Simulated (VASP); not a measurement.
# Zr (P6/mmm) in VASP: further runs

The runs below take Zr through relaxation of shape and atoms at fixed volume, with PBE.

Everything below comes from runs of VASP 6.6.1. Logs are shortened: lines on timing, memory, paths and dates and some standing lists are left out, and cuts for length are marked.

## (1) The cell of the first run

It takes space group P6/mmm (No. 191, hexagonal). The conventional cell has a = 2.756 Å, b = 2.756 Å, c = 2.758 Å, α = 90.00°, β = 90.00°, γ = 120.00°. Zr (site symmetry 6/mmm) has 8 Zr at 2.76 Å within 3.6 Å.

This isn't the form of Zr at room conditions, which is hcp.

## (2) Relaxation of shape and atoms at fixed volume, PBE

Input file INCAR:

```
ALGO = Normal
EDIFF = 1E-7
EDIFFG = -0.005
ENCUT = 600
GGA = PE
IBRION = 2
ISIF = 4
ISMEAR = -1
LASPH = True
LCHARG = False
LREAL = False
LWAVE = False
NELM = 100
NSW = 50
PREC = Accurate
SIGMA = 0.1
```

Input file KPOINTS:

```
k-points
0
Gamma
  16 16 14
```

Input file POSCAR:

```
Zr
1.0
    2.7560056598      0.0000000000      0.0000000000
   -1.3780028299      2.3867709143      0.0000000000
    0.0000000000      0.0000000000      2.7577404763
Zr
1
Direct
    0.0000000000      0.0000000000      0.0000000000
```

Potentials or basis: VASP PAW PBE potentials, release 64 (Zr_sv).

The run is started by

```console
$ cat potpaw_PBE.64/Zr_sv/POTCAR > POTCAR
$ mpirun -np 1 vasp_std > vasp.out
```

OUTCAR:

```text
EDIFF = 1E-7
   EDIFFG = -0.005
   ENCUT = 600
   GGA = PE
   IBRION = 2
   ISIF = 4
   ISMEAR = -1
   LASPH = True
   LREAL = False
   NELM = 100
   NSW = 50
   PREC = Accurate

 ion  position               nearest neighbor table
   1  0.000  0.000  0.000-

  LATTYP: Found a hexagonal cell.
 ALAT       =     2.7560056598
 C/A-ratio  =     1.0006294677

  Lattice vectors:

 A1 = (   2.7560056598,   0.0000000000,   0.0000000000)
 A2 = (  -1.3780028299,   2.3867709143,   0.0000000000)
 A3 = (   0.0000000000,   0.0000000000,   2.7577404763)

Analysis of symmetry for initial positions (statically):
=====================================================================
 Subroutine PRICEL returns:
 Original cell was already a primitive cell.

 Routine SETGRP: Setting up the symmetry group for a
 hexagonal supercell.

 Subroutine GETGRP returns: Found 24 space group operations
 (whereof 24 operations were pure point group operations)
 out of a pool of 24 trial point group operations.

The static configuration has the point symmetry D_6h.

Analysis of symmetry for dynamics (positions and initial velocities):
=====================================================================
 Subroutine PRICEL returns:
 Original cell was already a primitive cell.

 Routine SETGRP: Setting up the symmetry group for a
 hexagonal supercell.

 Subroutine GETGRP returns: Found 24 space group operations
 (whereof 24 operations were pure point group operations)
 out of a pool of 24 trial point group operations.

The dynamic configuration has the point symmetry D_6h.

 Subroutine INISYM returns: Found 24 space group operations
 (whereof 24 operations are pure point group operations),
 and found     1 'primitive' translations

----------------------------------------------------------------------------------------

                                     Primitive cell

  volume of cell :      18.1403

  direct lattice vectors                    reciprocal lattice vectors
     2.756005660  0.000000000  0.000000000     0.362843957  0.209488056  0.000000000
    -1.378002830  2.386770914  0.000000000     0.000000000  0.418976113  0.000000000
     0.000000000  0.000000000  2.757740476     0.000000000  0.000000000  0.362615702

  length of vectors
     2.756005660  2.756005660  2.757740476     0.418976113  0.418976113  0.362615702

  position of ions in fractional coordinates (direct lattice)
     0.000000000  0.000000000  0.000000000

  ion indices of the primitive-cell ions
   primitive index   ion index
                 1           1

----------------------------------------------------------------------------------------

 KPOINTS: k-points

Automatic generation of k-mesh.
 Grid dimensions read from file:
 generate k-points for:   16   16   14

 Generating k-lattice:

  Cartesian coordinates                     Fractional coordinates (reciprocal lattice)
     0.022677747  0.013093004  0.000000000     0.062500000  0.000000000  0.000000000
     0.000000000  0.026186007  0.000000000     0.000000000  0.062500000  0.000000000
     0.000000000  0.000000000  0.025901122     0.000000000  0.000000000  0.071428571

  Length of vectors
     0.026186007  0.026186007  0.025901122

  Shift w.r.t. Gamma in fractional coordinates (k-lattice)
     0.000000000  0.000000000  0.000000000

 Subroutine IBZKPT returns following result:
 ===========================================

 Found    240 irreducible k-points:

 Following reciprocal coordinates:
            Coordinates               Weight
  0.000000  0.000000  0.000000      1.000000
  0.062500 -0.000000  0.000000      6.000000
  0.125000 -0.000000  0.000000      6.000000
  0.187500  0.000000  0.000000      6.000000
  0.250000 -0.000000  0.000000      6.000000
  0.312500 -0.000000  0.000000      6.000000
[... 16 lines left out ...]
  0.187500  0.187500  0.000000      6.000000
  0.250000  0.187500  0.000000     12.000000
 [... further k-points ...]
   k-points           NKPTS =    240   k-points in BZ     NKDIM =    240   number of bands    NBANDS=     10
   number of dos      NEDOS =    301   number of ions     NIONS =      1
   total plane-waves  NPLWV =  13824
   dimension x,y,z NGX =    24 NGY =   24 NGZ =   24
   dimension x,y,z NGXF=    48 NGYF=   48 NGZF=   48
   ions per type =               1
   NGX,Y,Z   is equivalent  to a cutoff of  14.48, 14.48, 14.47 a.u.
   NGXF,Y,Z  is equivalent  to a cutoff of  28.95, 28.95, 28.94 a.u.
 SYSTEM =  unknown system
   PREC   = accura    normal or accurate (medium, high low for compatibility)
   ISTART =      0    job   : 0-new  1-cont  2-samecut
   ICHARG =      2    charge: 1-file 2-atom 10-const
   ISPIN  =      1    spin polarized calculation?
   LNONCOLLINEAR =      F non collinear calculations
   LSORBIT =      F    spin-orbit coupling
   LASPH  =      T    aspherical Exc in radial PAW
   ENCUT  =  600.0 eV  44.10 Ry    6.64 a.u.   5.50  5.50  5.51*2*pi/ulx,y,z
   NELM   =    100;   NELMIN=  2; NELMDL= -5     # of ELM steps
   EDIFF  = 0.1E-06   stopping-criterion for ELM
   LREAL  =      F    real-space projection
   EDIFFG = -.5E-02   stopping-criterion for IOM
   NSW    =     50    number of steps for IOM
   IBRION =      2    ionic relax: 0-MD 1-quasi-New 2-CG
   NFREE  =      1    steps in history (QN), initial steepest desc. (CG)
   ISIF   =      4    stress and relaxation
   ISYM   =      2    0-nonsym 1-usesym 2-fastsym
   POTIM  = 0.5000    time-step for ionic-motion
   TEBEG  =    0.0;   TEEND  =   0.0 temperature during run
   PSTRESS=    0.0 pullay stress
   NELECT =      12.0000    total number of electrons
   NUPDOWN=      -1.0000    fix difference up-down
   EMIN   =  10.00;   EMAX   =-10.00  energy-range for DOS
   EFERMI =   0.00;   METHOD = LEGACY
   ISMEAR =    -1;   SIGMA  =   0.10  broadening in eV -4-tet -1-fermi 0-gaus
   EFERMI_NEDOS =   21; number of points for ismear=-14 and -15
   IALGO  =     38    algorithm
   IMIX   =      4    mixing-type and parameters
     AMIX     =   0.40;   BMIX     =  1.00
     AMIX_MAG =   1.60;   BMIX_MAG =  1.00
  volume/ion in A,a.u.               =      18.14       122.42
  Fermi-wavevector in a.u.,A,eV,Ry     =   1.426441  2.695583 27.684238  2.034734
  Thomas-Fermi vector in A             =   2.546718
   LORBIT       =      0    0 simple, 1 ext, 2 COOP (PROOUT), +10 PAW based schemes
   GGA     = PE    functional components
   LHFCALC =     F    Hartree Fock is set to
   AEXX    =    0.0000 exact exchange contribution
   IVDW    =     0    specifies the selected vdW correction
   LEPSILON=     F    determine dielectric tensor
   LRPA    =     F    only Hartree local field effects (RPA)
 conjugate gradient relaxation of ions
 non-spin polarized calculation
  energy-cutoff  :      600.00
  volume of cell :       18.14
 maximum number of plane-waves:       636
 NGX is ok and might be reduce to    24
   NGX = 11   NGY = 11   NGZ = 11

--------------------------------------- Ionic step        1  -------------------------------------------

 number of electron      12.0000000 magnetization

 Free energy of the ion-electron system (eV)
  ---------------------------------------------------
  ext. energy  EPLUGINS =         0.00000000
  ---------------------------------------------------
  free energy    TOTEN  =        -7.64531400 eV

  energy without entropy =       -7.62376002  energy(sigma->0) =       -7.63453701

------------------------ aborting loop because EDIFF is reached ----------------------------------------

  FORCE on cell =-STRESS in cart. coord.  units (eV):
  Direction    XX          YY          ZZ          XY          YZ          ZX
  --------------------------------------------------------------------------------------
  -------------------------------------------------------------------------------------
  Total        4.3377211      4.3377211      3.5226538      0.0000000     -0.0000000      0.0000000
  in kB      383.1139534    383.1139534    311.1260078      0.0000000     -0.0000000      0.0000000
  external PRESSURE =     359.1179715 kB  Pullay stress =       0.0000000 kB

 VOLUME and BASIS-vectors are now :
 -----------------------------------------------------------------------------
  energy-cutoff  :      600.00
  volume of cell :       18.14
      direct lattice vectors                 reciprocal lattice vectors
     2.756005660  0.000000000  0.000000000     0.362843957  0.209488056  0.000000000
    -1.378002830  2.386770914  0.000000000     0.000000000  0.418976113  0.000000000
     0.000000000  0.000000000  2.757740476     0.000000000  0.000000000  0.362615702
[... 36 lines left out ...]
 POSITION                                       TOTAL-FORCE (eV/Angst)
 -----------------------------------------------------------------------------------
      0.00000      0.00000      0.00000        -0.000000     -0.000000      0.000000
 -----------------------------------------------------------------------------------
    total drift:                                0.000000      0.000000      0.000000

  FREE ENERGIE OF THE ION-ELECTRON SYSTEM (eV)
  ---------------------------------------------------
  free  energy   TOTEN  =        -7.6481750026 eV

  energy  without entropy=       -7.6234105230  energy(sigma->0) =       -7.63579276

--------------------------------------- Ionic step        3  -------------------------------------------

 number of electron      12.0000000 magnetization

 Free energy of the ion-electron system (eV)
  ---------------------------------------------------
  ext. energy  EPLUGINS =         0.00000000
  ---------------------------------------------------
  free energy    TOTEN  =        -7.65142285 eV

  energy without entropy =       -7.62799033  energy(sigma->0) =       -7.63970659

 E-fermi :  11.6727     XC(G=0): -12.2257

 val. band max:       11.6617424005   @ k =   0.1250  -0.0000   0.2857
 cond. band min:      11.6877629394   @ k =   0.0625   0.0625   0.2857
 fundamental gap:      0.0260205389
 Fermi energy:        11.6726695432

 k-point     1 :       0.0000    0.0000    0.0000
  band No.  band energies     occupation
      1     -36.7603      2.00000
      2     -13.7124      2.00000
      3     -13.4188      2.00000
      4     -13.4188      2.00000
      5       6.3031      2.00000
      6       9.1891      2.00000
      7      12.9994      0.00000
      8      12.9994      0.00000
      9      19.2368      0.00000
     10      19.2368      0.00000

 k-point     2 :       0.0625   -0.0000    0.0000
  band No.  band energies     occupation
      1     -36.7429      2.00000
      2     -13.7002      2.00000
      3     -13.5293      2.00000
      4     -13.4421      2.00000
      5       6.4730      2.00000
      6       9.2888      2.00000
      7      12.7649      0.00004
      8      13.1704      0.00000
      9      18.8929      0.00000
     10      19.1916      0.00000
[... 274 lines left out ...]
 k-point    24 :       0.2500    0.1875    0.0000
  band No.  band energies     occupation
      1     -36.3372      2.00000
      2     -15.4224      2.00000
      3     -14.2848      2.00000
      4     -13.4206      2.00000
      5       9.8015      2.00000
      6      10.4160      1.99999
      7      11.8666      0.25134
      8      15.2081      0.00000
      9      17.4763      0.00000
     10      18.7286      0.00000

 [... further k-points ...]
[... 5 lines left out ...]
  --------------------------------------------------------------------------------------
  -------------------------------------------------------------------------------------
  Total        4.0198368      4.0198368      4.0178717      0.0000000     -0.0000000      0.0000000
  in kB      355.0379457    355.0379457    354.8643865      0.0000000     -0.0000000      0.0000000
  external PRESSURE =     354.9800926 kB  Pullay stress =       0.0000000 kB

 VOLUME and BASIS-vectors are now :
 -----------------------------------------------------------------------------
  energy-cutoff  :      600.00
  volume of cell :       18.14
      direct lattice vectors                 reciprocal lattice vectors
     2.776952804  0.000000000  0.000000000     0.360106948  0.207907844  0.000000000
    -1.388476402  2.404911673 -0.000000000    -0.000000000  0.415815687  0.000000000
    -0.000000000 -0.000000000  2.716292950    -0.000000000  0.000000000  0.368148804

 POSITION                                       TOTAL-FORCE (eV/Angst)
 -----------------------------------------------------------------------------------
      0.00000      0.00000      0.00000        -0.000000     -0.000000      0.000000
 -----------------------------------------------------------------------------------
    total drift:                               -0.000000      0.000000      0.000000

  FREE ENERGIE OF THE ION-ELECTRON SYSTEM (eV)
  ---------------------------------------------------
  free  energy   TOTEN  =        -7.6514228518 eV

  energy  without entropy=       -7.6279903309  energy(sigma->0) =       -7.63970659

 reached required accuracy - stopping structural energy minimisation
```

Wall time 1.7 min (1 thread of Intel Xeon 8259CL, shared host); peak memory 0.18 GiB.

Results:

```
Free energy               : -7.6514 eV
Energy gained by relaxing : 6.1 meV/atom
Ionic steps               : 3
Pressure after relaxing   : 35.5 GPa
Band gap on the k mesh    : zero (bands 6 and 7 overlap by 1.38 eV)
```

The path:
| step | energy change (eV) | largest force (eV/Å) | pressure (GPa) | volume (Å³) |
| --- | --- | --- | --- | --- |
| 1 | 0.0000 | 0.0000 | 35.91 | 18.14 |
| 2 | -0.0029 | 0.0000 | 35.37 | 18.14 |
| 3 | -0.0061 | 0.0000 | 35.50 | 18.14 |

Final structure:
```
Zr
1.0
     2.77695    0.00000    0.00000
    -1.38848    2.40491    0.00000
     0.00000    0.00000    2.71629
Zr
1
Direct
  0.00000 0.00000 0.00000
```

Levels at points of the mesh, in eV from the Fermi level:
```
           k point  band 3  band 4  band 5  band 6  band 7  band 8  band 9  band 10
(0.00, 0.00, 0.00)  -25.09  -25.09   -5.37   -2.48    1.33    1.33    7.56     7.56
(0.50, 0.00, 0.00)  -25.67  -25.05   -3.62   -0.84    2.61    2.72    6.51     8.37
(0.00, 0.00, 0.50)  -24.90  -24.90   -2.24    0.92    2.20    2.20    3.98     3.98
(0.50, 0.00, 0.50)  -27.00  -25.45   -4.19   -2.06    2.17    6.55    8.74     8.98
```

## (3) Relaxation of shape and atoms at fixed volume, PBE

This run uses another cell than the first one, of 20.05 Å³/atom.

Input file INCAR:

```
PREC = Accurate
ENCUT = 600
EDIFF = 1E-7
ISMEAR = -1
SIGMA = 0.1
LREAL = False
LASPH = True
NELM = 100
ALGO = Normal
ISIF = 4
LWAVE = False
LCHARG = False
GGA = PE
IBRION = 2
NSW = 50
EDIFFG = -0.005
```

Input file KPOINTS:

```
Automatic mesh
0
Gamma
  16 16 14
```

Input file POSCAR:

```
Zr
1.0
    2.8495000551      0.0000000000      0.0000000000
   -1.4247500275      2.4677394358      0.0000000000
    0.0000000000      0.0000000000      2.8512937233
Zr
1
Direct
    0.0000000000      0.0000000000      0.0000000000
```

Potentials or basis: VASP PAW PBE potentials, release 64 (Zr_sv).

The run is started by

```console
$ cat potpaw_PBE.64/Zr_sv/POTCAR > POTCAR
$ mpirun -np 1 vasp_std > vasp.out
```

OUTCAR:

```text
PREC = Accurate
   ENCUT = 600
   EDIFF = 1E-7
   ISMEAR = -1
   LREAL = False
   LASPH = True
   NELM = 100
   ISIF = 4
   GGA = PE
   IBRION = 2
   NSW = 50
   EDIFFG = -0.005

 ion  position               nearest neighbor table
   1  0.000  0.000  0.000-

  LATTYP: Found a hexagonal cell.
 ALAT       =     2.8495000551
 C/A-ratio  =     1.0006294677

  Lattice vectors:

 A1 = (   2.8495000551,   0.0000000000,   0.0000000000)
 A2 = (  -1.4247500275,   2.4677394358,   0.0000000000)
 A3 = (   0.0000000000,   0.0000000000,   2.8512937233)

Analysis of symmetry for initial positions (statically):
=====================================================================
 Subroutine PRICEL returns:
 Original cell was already a primitive cell.

[... 248 lines left out ...]
 E-fermi :  10.3682     XC(G=0): -11.7314

 val. band max:       10.3541716748   @ k =   0.1875   0.0625   0.0000
 cond. band min:      10.4028171413   @ k =   0.1875   0.0625   0.0714
 fundamental gap:      0.0486454664
 Fermi energy:        10.3681659064

 k-point     1 :       0.0000    0.0000    0.0000
  band No.  band energies     occupation
      1     -38.0543      2.00000
      2     -15.3112      2.00000
      3     -15.0368      2.00000
      4     -15.0368      2.00000
      5       5.0399      2.00000
      6       8.2441      2.00000
      7      11.7175      0.00000
      8      11.7175      0.00000
      9      17.1699      0.00000
     10      17.1699      0.00000
[... 287 lines left out ...]
 k-point    24 :       0.2500    0.1875    0.0000
  band No.  band energies     occupation
      1     -37.7511      2.00000
      2     -16.5871      2.00000
      3     -15.7005      2.00000
      4     -15.0885      2.00000
      5       8.4832      2.00000
      6       9.2813      1.99996
      7      10.4858      0.47125
      8      13.6052      0.00000
      9      15.6339      0.00000
     10      16.8459      0.00000

 [... further k-points ...]
[... 5 lines left out ...]
  --------------------------------------------------------------------------------------
  -------------------------------------------------------------------------------------
  Total        2.3628405      2.3628405      2.3638873      0.0000000      0.0000000     -0.0000000
  in kB      188.8143773    188.8143773    188.8980228      0.0000000      0.0000000     -0.0000000
  external PRESSURE =     188.8422591 kB  Pullay stress =       0.0000000 kB
[... 16 lines left out ...]
  FREE ENERGIE OF THE ION-ELECTRON SYSTEM (eV)
  ---------------------------------------------------
  free  energy   TOTEN  =        -7.9696639565 eV

  energy  without entropy=       -7.9445098623  energy(sigma->0) =       -7.95708691

 reached required accuracy - stopping structural energy minimisation
```

OSZICAR:

```text
N       E                     dE             d eps       ncg     rms          rms(c)
DAV:   1     0.100803582868E+03    0.10080E+03   -0.78902E+03  4800   0.136E+03
DAV:   2    -0.451394392162E+01   -0.10532E+03   -0.10293E+03  5192   0.324E+02
[... 21 lines left out ...]
DAV:   1    -0.797555916421E+01   -0.64143E-02   -0.24051E-01  4842   0.504E+00    0.399E-01
DAV:   2    -0.797058588387E+01    0.49733E-02   -0.86595E-03  5086   0.759E-01    0.158E-01
DAV:   3    -0.796965690678E+01    0.92898E-03   -0.32459E-03  5054   0.423E-01    0.290E-02
DAV:   4    -0.796966369052E+01   -0.67837E-05   -0.22561E-05  5070   0.534E-02    0.760E-03
DAV:   5    -0.796966386653E+01   -0.17600E-06   -0.15213E-06  6504   0.103E-02    0.677E-04
DAV:   6    -0.796966395650E+01   -0.89976E-07   -0.23070E-08  2846   0.135E-03
   3 F= -.79696640E+01 E0= -.79570869E+01  d E =-.242026E-02
```

CONTCAR:

```text
Zr
   1.00000000000000
     2.8643269837250451    0.0000000000048247    0.0000000000000000
    -1.4321634918080843    2.4805799326466729   -0.0000000000000000
     0.0000000000000000   -0.0000000000000000    2.8218511980504091
  Zr
     1
Direct
     0.0000000000000000    1.0000000000000000    1.0000000000000000

  0.00000000E+00  0.00000000E+00  0.00000000E+00
```

Run time: 81 s. Hardware: 1 thread of Intel Xeon 8259CL, shared host; peak memory 0.19 GiB.

What came out:

| Item | Value |
| --- | --- |
| Free energy | -7.9697 eV |
| Energy gained by relaxing | 2.4 meV/atom |
| Ionic steps | 3 |
| Pressure after relaxing | 18.9 GPa |
| Band gap on the k mesh | zero (bands 6 and 7 overlap by 0.95 eV) |

Step by step:
| step | energy change (eV) | largest force (eV/Å) | pressure (GPa) | volume (Å³) |
| --- | --- | --- | --- | --- |
| 1 | 0.0000 | 0.0000 | 19.12 | 20.05 |
| 2 | -0.0019 | 0.0000 | 18.80 | 20.05 |
| 3 | -0.0024 | 0.0000 | 18.88 | 20.05 |

Final structure:
```cif
data_structure
_symmetry_space_group_name_H-M 'P 1'
_symmetry_Int_Tables_number 1
_cell_length_a 2.8643
_cell_length_b 2.8643
_cell_length_c 2.8219
_cell_angle_alpha 90.000
_cell_angle_beta 90.000
_cell_angle_gamma 120.000
_cell_volume 20.05
loop_
_atom_site_label
_atom_site_type_symbol
_atom_site_fract_x
_atom_site_fract_y
_atom_site_fract_z
_atom_site_occupancy
Zr1 Zr 0.00000 0.00000 0.00000 1
```
